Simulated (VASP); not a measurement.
# ZrS (Fm-3m) in VASP: notebook

The runs below take ZrS through vibrations by perturbation theory, with LDA.

Everything below comes from runs of VASP 6.6.1. Logs are shortened: lines on timing, memory, paths and dates and some standing lists are left out, and cuts for length are marked.

## 1. The cell of the first run

It takes space group Fm-3m (No. 225, cubic). Conventional cell: a = 5.102 Å, b = 5.102 Å, c = 5.102 Å, α = 90.00°, β = 90.00°, γ = 90.00°. Within 3.4 Å of Zr (site symmetry m-3m) lie 6 S at 2.55 Å. S (site symmetry m-3m) has 6 Zr at 2.55 Å within 3.4 Å.

## 2. Vibrations by perturbation theory, LDA (phonons at volume x 0.98)

INCAR reads:

```
SYSTEM = ZrS
  PREC = Accurate
  ENCUT = 520
  EDIFF = 1E-8
  ISMEAR = -1
  SIGMA = 0.15
  LREAL = .False.
  LASPH = .True.
  NELM = 100
  ALGO = Normal
  ISIF = 2
  LWAVE = .False.
  LCHARG = .False.
  GGA = CA
  IBRION = 8
  NSW = 1
```

KPOINTS reads:

```
regular mesh
0
Gamma
  14 14 14
  0 0 0
```

POSCAR reads:

```
ZrS
1.0
    0.0000000000      2.5509933667      2.5509933667
    2.5509933667      0.0000000000      2.5509933667
    2.5509933667      2.5509933667      0.0000000000
Zr S
1 1
Direct
    0.0000000000      0.0000000000      0.0000000000
    0.5000000000      0.5000000000      0.5000000000
```

Potentials or basis: VASP PAW LDA potentials, release 64 (Zr_sv, S).

Command:

```sh
> cat potpaw_LDA.64/Zr_sv/POTCAR potpaw_LDA.64/S/POTCAR > POTCAR
> mpirun -np 1 vasp_std > vasp.out
```

OUTCAR:

```text
SYSTEM = ZrS
   PREC = Accurate
   ENCUT = 520
   EDIFF = 1E-8
   ISMEAR = -1
   LREAL = .False.
   LASPH = .True.
   NELM = 100
   ISIF = 2
   GGA = CA
   IBRION = 8
   NSW = 1

 ion  position               nearest neighbor table
   1  0.000  0.000  0.000-   2 2.55   2 2.55   2 2.55   2 2.55   2 2.55   2 2.55
   2  0.500  0.500  0.500-   1 2.55   1 2.55   1 2.55   1 2.55   1 2.55   1 2.55

  LATTYP: Found a face centered cubic cell.
 ALAT       =     5.1019867334

  Lattice vectors:

 A1 = (   0.0000000000,   2.5509933667,   2.5509933667)
 A2 = (   2.5509933667,   0.0000000000,   2.5509933667)
 A3 = (   2.5509933667,   2.5509933667,   0.0000000000)

Analysis of symmetry for initial positions (statically):
=====================================================================
 Subroutine PRICEL returns:
 Original cell was already a primitive cell.

 Routine SETGRP: Setting up the symmetry group for a
 face centered cubic supercell.

 Subroutine GETGRP returns: Found 48 space group operations
 (whereof 48 operations were pure point group operations)
 out of a pool of 48 trial point group operations.

The static configuration has the point symmetry O_h .

Analysis of symmetry for dynamics (positions and initial velocities):
=====================================================================
 Subroutine PRICEL returns:
 Original cell was already a primitive cell.

 Routine SETGRP: Setting up the symmetry group for a
 face centered cubic supercell.

 Subroutine GETGRP returns: Found 48 space group operations
 (whereof 48 operations were pure point group operations)
 out of a pool of 48 trial point group operations.

The dynamic configuration has the point symmetry O_h .

 Subroutine INISYM returns: Found 48 space group operations
 (whereof 48 operations are pure point group operations),
 and found     1 'primitive' translations

----------------------------------------------------------------------------------------

                                     Primitive cell

  volume of cell :      33.2015

  direct lattice vectors                    reciprocal lattice vectors
     0.000000000  2.550993367  2.550993367    -0.196002078  0.196002078  0.196002078
     2.550993367  0.000000000  2.550993367     0.196002078 -0.196002078  0.196002078
     2.550993367  2.550993367  0.000000000     0.196002078  0.196002078 -0.196002078

  length of vectors
     3.607649417  3.607649417  3.607649417     0.339485557  0.339485557  0.339485557

  position of ions in fractional coordinates (direct lattice)
     0.000000000  0.000000000  0.000000000
     0.500000000  0.500000000  0.500000000

  ion indices of the primitive-cell ions
   primitive index   ion index
                 1           1
                 2           2

----------------------------------------------------------------------------------------

 KPOINTS: regular mesh

Automatic generation of k-mesh.
 Grid dimensions read from file:
 generate k-points for:   14   14   14

 Generating k-lattice:

  Cartesian coordinates                     Fractional coordinates (reciprocal lattice)
    -0.014000148  0.014000148  0.014000148     0.071428571  0.000000000  0.000000000
     0.014000148 -0.014000148  0.014000148     0.000000000  0.071428571  0.000000000
     0.014000148  0.014000148 -0.014000148     0.000000000  0.000000000  0.071428571

  Length of vectors
     0.024248968  0.024248968  0.024248968

  Shift w.r.t. Gamma in fractional coordinates (k-lattice)
     0.000000000  0.000000000  0.000000000

 Subroutine IBZKPT returns following result:
 ===========================================

 Found    104 irreducible k-points:

 Following reciprocal coordinates:
            Coordinates               Weight
  0.000000  0.000000  0.000000      1.000000
  0.071429  0.000000  0.000000      8.000000
  0.142857  0.000000  0.000000      8.000000
  0.214286  0.000000  0.000000      8.000000
  0.285714  0.000000  0.000000      8.000000
  0.357143  0.000000  0.000000      8.000000
[... 16 lines left out ...]
  0.214286  0.142857  0.000000     24.000000
  0.285714  0.142857  0.000000     24.000000
 [... further k-points ...]
   k-points           NKPTS =    104   k-points in BZ     NKDIM =    104   number of bands    NBANDS=     13
[... 16 lines left out ...]
   NELM   =    100;   NELMIN=  2; NELMDL= -5     # of ELM steps
   EDIFF  = 0.1E-07   stopping-criterion for ELM
   LREAL  =      F    real-space projection
   EDIFFG = 0.1E-06   stopping-criterion for IOM
   NSW    =      1    number of steps for IOM
   IBRION =      8    ionic relax: 0-MD 1-quasi-New 2-CG
   NFREE  =      0    steps in history (QN), initial steepest desc. (CG)
   ISIF   =      2    stress and relaxation
   ISYM   =      2    0-nonsym 1-usesym 2-fastsym
   POTIM  = 0.5000    time-step for ionic-motion
   TEBEG  =    0.0;   TEEND  =   0.0 temperature during run
   PSTRESS=    0.0 pullay stress
   NELECT =      18.0000    total number of electrons
   NUPDOWN=      -1.0000    fix difference up-down
   EMIN   =  10.00;   EMAX   =-10.00  energy-range for DOS
   EFERMI =   0.00;   METHOD = LEGACY
   ISMEAR =    -1;   SIGMA  =   0.15  broadening in eV -4-tet -1-fermi 0-gaus
   EFERMI_NEDOS =   21; number of points for ismear=-14 and -15
   IALGO  =     38    algorithm
   IMIX   =      4    mixing-type and parameters
     AMIX     =   0.40;   BMIX     =  1.00
     AMIX_MAG =   1.60;   BMIX_MAG =  1.00
  volume/ion in A,a.u.               =      16.60       112.03
  Fermi-wavevector in a.u.,A,eV,Ry     =   1.334893  2.522581 24.244743  1.781938
  Thomas-Fermi vector in A             =   2.463639
   LORBIT       =      0    0 simple, 1 ext, 2 COOP (PROOUT), +10 PAW based schemes
   GGA     = CA    functional components
   LHFCALC =     F    Hartree Fock is set to
   AEXX    =    0.0000 exact exchange contribution
   IVDW    =     0    specifies the selected vdW correction
   LEPSILON=     F    determine dielectric tensor
   LRPA    =     F    only Hartree local field effects (RPA)
 non-spin polarized calculation
  energy-cutoff  :      520.00
  volume of cell :       33.20
 maximum number of plane-waves:       911
   NGX = 13   NGY = 13   NGZ = 13

--------------------------------------- Ionic step        1  -------------------------------------------

 number of electron      18.0000000 magnetization

 Free energy of the ion-electron system (eV)
  ---------------------------------------------------
  ext. energy  EPLUGINS =         0.00000000
  ---------------------------------------------------
  free energy    TOTEN  =       -17.19826437 eV

  energy without entropy =      -17.10708883  energy(sigma->0) =      -17.15267660

 E-fermi :  11.6095     XC(G=0): -11.9461

 val. band max:       11.6065913009   @ k =  -0.2857   0.0714   0.0000
 cond. band min:      11.6138772357   @ k =   0.2857   0.2143   0.0714
 fundamental gap:      0.0072859348
 Fermi energy:        11.6095300246

 k-point     1 :       0.0000    0.0000    0.0000
  band No.  band energies     occupation
      1     -37.8750      2.00000
      2     -15.9952      2.00000
      3     -15.9952      2.00000
      4     -15.9952      2.00000
      5      -4.5042      2.00000
      6       8.1317      2.00000
      7       8.1317      2.00000
      8       8.1317      2.00000
      9      10.0689      1.99993
     10      10.0689      1.99993
     11      10.0689      1.99993
     12      10.8321      1.98884
     13      10.8321      1.98884
[... 354 lines left out ...]
  band No.  band energies     occupation
      1     -37.8505      2.00000
      2     -16.2424      2.00000
      3     -16.0503      2.00000
      4     -16.0421      2.00000
      5      -3.6310      2.00000
      6       4.8822      2.00000
      7       6.4807      2.00000
      8       6.7584      2.00000
      9       9.7621      1.99999
     10      11.8483      0.33825
     11      12.3557      0.01373
     12      13.0692      0.00012
     13      14.2676      0.00000

 [... further k-points ...]

------------------------ aborting loop because EDIFF is reached ----------------------------------------

  FORCE on cell =-STRESS in cart. coord.  units (eV):
  Direction    XX          YY          ZZ          XY          YZ          ZX
  --------------------------------------------------------------------------------------
  -------------------------------------------------------------------------------------
  Total        0.7355124      0.7355124      0.7355124      0.0000000      0.0000000      0.0000000
  in kB       35.4929929     35.4929929     35.4929929      0.0000000      0.0000000      0.0000000
  external PRESSURE =      35.4929929 kB  Pullay stress =       0.0000000 kB

 VOLUME and BASIS-vectors are now :
 -----------------------------------------------------------------------------
  energy-cutoff  :      520.00
  volume of cell :       33.20
      direct lattice vectors                 reciprocal lattice vectors
     0.000000000  2.550993367  2.550993367    -0.196002078  0.196002078  0.196002078
     2.550993367  0.000000000  2.550993367     0.196002078 -0.196002078  0.196002078
     2.550993367  2.550993367  0.000000000     0.196002078  0.196002078 -0.196002078

 POSITION                                       TOTAL-FORCE (eV/Angst)
 -----------------------------------------------------------------------------------
      0.00000      0.00000      0.00000        -0.000000     -0.000000     -0.000000
      2.55099      2.55099      2.55099         0.000000      0.000000      0.000000
 -----------------------------------------------------------------------------------
    total drift:                                0.000000      0.000000      0.000000

  FREE ENERGIE OF THE ION-ELECTRON SYSTEM (eV)
  ---------------------------------------------------
  free  energy   TOTEN  =       -17.1982643718 eV

  energy  without entropy=      -17.1070888252  energy(sigma->0) =      -17.15267660

[... ionic steps 2 to 3 ...]

--------------------------------------- Ionic step        4  -------------------------------------------

------------------------ aborting loop because EDIFF is reached ----------------------------------------

[... ionic steps 5 to 6 ...]

--------------------------------------- Ionic step        7  -------------------------------------------

 Free energy of the ion-electron system (eV)
  ---------------------------------------------------
  ---------------------------------------------------
  free energy    TOTEN  =        -0.10539958 eV

  energy without entropy =       -0.10539959

------------------------ aborting loop because EDIFF is reached ----------------------------------------

 INTERNAL STRAIN TENSOR  FOR ION    2  DIRECTION 1   (eV/Angst):
 -----------------------------------------------------------------------------
     0.06347  0.00000 -0.00000
     0.00000 -0.03166  0.00000
    -0.00000  0.00000 -0.03166

 INTERNAL STRAIN TENSOR FOR ION    2 for displacements in x,y,z  (eV/Angst):
          X           Y           Z          XY          YZ          ZX
  --------------------------------------------------------------------------------
  x     0.00000     0.00000     0.00000     0.00000     0.00000     0.00000
  y     0.00000     0.00000     0.00000     0.00000     0.00000     0.00000
  z     0.00000     0.00000     0.00000     0.00000     0.00000     0.00000

 SECOND DERIVATIVES (NOT SYMMETRIZED)
 ------------------------------------
               1X          1Y          1Z          2X          2Y          2Z
  1X    -7.372709    0.000000    0.000000    7.372709    0.000000    0.000000
  1Y     0.000000   -7.372709    0.000000    0.000000    7.372709    0.000000
  1Z     0.000000    0.000000   -7.372709    0.000000    0.000000    7.372709
  2X     7.253610    0.000000    0.000000   -7.253610    0.000000    0.000000
  2Y     0.000000    7.253610    0.000000    0.000000   -7.253610    0.000000
  2Z     0.000000    0.000000    7.253610    0.000000    0.000000   -7.253610

 Eigenvectors and eigenvalues of the dynamical matrix
 ----------------------------------------------------

   1 f  =    8.662494 THz    54.428053 2PiTHz  288.949689 cm-1    35.825179 meV
             X         Y         Z           dx          dy          dz
      0.000000  0.000000  0.000000    -0.513068    0.000000    0.000000
      2.550993  2.550993  2.550993     0.858348   -0.000000    0.000000
[... 21 lines left out ...]
   6 f/i=    0.031064 THz     0.195181 2PiTHz    1.036185 cm-1     0.128470 meV
             X         Y         Z           dx          dy          dz
      0.000000  0.000000  0.000000    -0.801057    0.308333   -0.000000
      2.550993  2.550993  2.550993    -0.478822    0.184303    0.000000

--------------------------------------------------------------------------------------------------------

 ELASTIC MODULI CONTR FROM IONIC RELAXATION (kBar)
 Direction    XX          YY          ZZ          XY          YZ          ZX
 --------------------------------------------------------------------------------
 XX           0.0000      0.0000      0.0000      0.0000      0.0000      0.0000
 YY           0.0000      0.0000      0.0000      0.0000      0.0000      0.0000
 ZZ           0.0000      0.0000      0.0000      0.0000      0.0000      0.0000
 XY           0.0000      0.0000      0.0000      0.0000      0.0000      0.0000
 YZ           0.0000      0.0000      0.0000      0.0000      0.0000      0.0000
 ZX           0.0000      0.0000      0.0000      0.0000      0.0000      0.0000
 --------------------------------------------------------------------------------
```

Wall time 8.8 min (1 thread of Intel Xeon Platinum 8259CL at 2.50GHz (Skylake/Cascade Lake), shared host); peak memory 0.38 GiB.

What came out:

* Highest phonon frequency at Γ, LO-TO splitting left out: 289 cm⁻¹

Phonon frequencies in cm⁻¹ (negative: imaginary):
```
              q point           frequencies
(0.000, 0.000, 0.000)  -1 -1 -1 289 289 289
```

Caveat: the cell differs from its parent crystal (phonons at volume x 0.98); the cell wasn't relaxed at this level first, which shifts response properties.

## 3. Vibrations by perturbation theory, LDA

This run uses another cell than the first one, of 16.94 Å³/atom, 1.020 times its volume.

INCAR reads:

```
PREC = Accurate
ENCUT = 520
EDIFF = 1E-8
ISMEAR = -1
SIGMA = 0.15
LREAL = F
LASPH = T
NELM = 100
ALGO = Normal
ISIF = 2
LWAVE = F
LCHARG = F
GGA = CA
NBANDS = 16
IBRION = 8
NSW = 1
```

KPOINTS reads:

```
regular mesh
0
Gamma
  14 14 14
```

POSCAR reads:

```
ZrS
1.0
    0.0000000000      2.5682303312      2.5682303312
    2.5682303312      0.0000000000      2.5682303312
    2.5682303312      2.5682303312      0.0000000000
Zr S
1 1
Direct
    0.0000000000      0.0000000000      0.0000000000
    0.5000000000      0.5000000000      0.5000000000
```

Potentials or basis: VASP PAW LDA potentials, release 64 (Zr_sv, S).

Command:

```sh
> cat potpaw_LDA.64/Zr_sv/POTCAR potpaw_LDA.64/S/POTCAR > POTCAR
> mpirun -np 1 vasp_std > vasp.out
```

OUTCAR:

```text
PREC = Accurate
   ENCUT = 520
   EDIFF = 1E-8
   ISMEAR = -1
   LREAL = F
   LASPH = T
   NELM = 100
   ISIF = 2
   GGA = CA
   IBRION = 8
   NSW = 1

 ion  position               nearest neighbor table
   1  0.000  0.000  0.000-   2 2.57   2 2.57   2 2.57   2 2.57   2 2.57   2 2.57
   2  0.500  0.500  0.500-   1 2.57   1 2.57   1 2.57   1 2.57   1 2.57   1 2.57

  LATTYP: Found a face centered cubic cell.
 ALAT       =     5.1364606624

  Lattice vectors:

 A1 = (   0.0000000000,   2.5682303312,   2.5682303312)
 A2 = (   2.5682303312,   0.0000000000,   2.5682303312)
 A3 = (   2.5682303312,   2.5682303312,   0.0000000000)

Analysis of symmetry for initial positions (statically):
=====================================================================
 Subroutine PRICEL returns:
 Original cell was already a primitive cell.

 Routine SETGRP: Setting up the symmetry group for a
 face centered cubic supercell.

 Subroutine GETGRP returns: Found 48 space group operations
[... 683 lines left out ...]
 -----------------------------------------------------------------------------
     0.05680  0.00000 -0.00000
    -0.00000 -0.02819 -0.00000
     0.00000 -0.00000 -0.02819

 INTERNAL STRAIN TENSOR FOR ION    2 for displacements in x,y,z  (eV/Angst):
          X           Y           Z          XY          YZ          ZX
  --------------------------------------------------------------------------------
  x     0.00000     0.00000     0.00000     0.00000     0.00000     0.00000
  y     0.00000     0.00000     0.00000     0.00000     0.00000     0.00000
  z     0.00000     0.00000     0.00000     0.00000     0.00000     0.00000

 SECOND DERIVATIVES (NOT SYMMETRIZED)
 ------------------------------------
               1X          1Y          1Z          2X          2Y          2Z
  1X    -6.490988    0.000000    0.000000    6.490988    0.000000    0.000000
  1Y     0.000000   -6.490988    0.000000    0.000000    6.490988    0.000000
  1Z     0.000000    0.000000   -6.490988    0.000000    0.000000    6.490988
  2X     6.487432    0.000000    0.000000   -6.487432    0.000000    0.000000
  2Y     0.000000    6.487432    0.000000    0.000000   -6.487432    0.000000
  2Z     0.000000    0.000000    6.487432    0.000000    0.000000   -6.487432

 Eigenvectors and eigenvalues of the dynamical matrix
 ----------------------------------------------------

   1 f  =    8.175326 THz    51.367087 2PiTHz  272.699517 cm-1    33.810416 meV
             X         Y         Z           dx          dy          dz
      0.000000  0.000000  0.000000    -0.510090   -0.000000   -0.000000
      2.568230  2.568230  2.568230     0.860121    0.000000   -0.000000
[... 21 lines left out ...]
   6 f/i=    0.000983 THz     0.006175 2PiTHz    0.032782 cm-1     0.004064 meV
             X         Y         Z           dx          dy          dz
      0.000000  0.000000  0.000000     0.048862    0.846098   -0.146765
      2.568230  2.568230  2.568230     0.028977    0.501773   -0.087038

--------------------------------------------------------------------------------------------------------

 ELASTIC MODULI CONTR FROM IONIC RELAXATION (kBar)
 Direction    XX          YY          ZZ          XY          YZ          ZX
 --------------------------------------------------------------------------------
 XX           0.0000      0.0000      0.0000      0.0000      0.0000      0.0000
 YY           0.0000      0.0000      0.0000      0.0000      0.0000      0.0000
 ZZ           0.0000      0.0000      0.0000      0.0000      0.0000      0.0000
 XY           0.0000      0.0000      0.0000      0.0000      0.0000      0.0000
 YZ           0.0000      0.0000      0.0000      0.0000      0.0000      0.0000
 ZX           0.0000      0.0000      0.0000      0.0000      0.0000      0.0000
 --------------------------------------------------------------------------------
```

Run time: 10 min. Hardware: 1 thread of Intel Xeon Platinum 8259CL at 2.50GHz (Skylake/Cascade Lake), shared host; peak memory 0.41 GiB.

What came out:

```yaml
Highest_phonon_frequency_at_Γ_LO-TO_splitting_left_out: 273 cm⁻¹
```

Phonon frequencies in cm⁻¹ (negative: imaginary):
```
              q point        frequencies
(0.000, 0.000, 0.000)  0 0 0 273 273 273
```

[end of part 1 of 3]
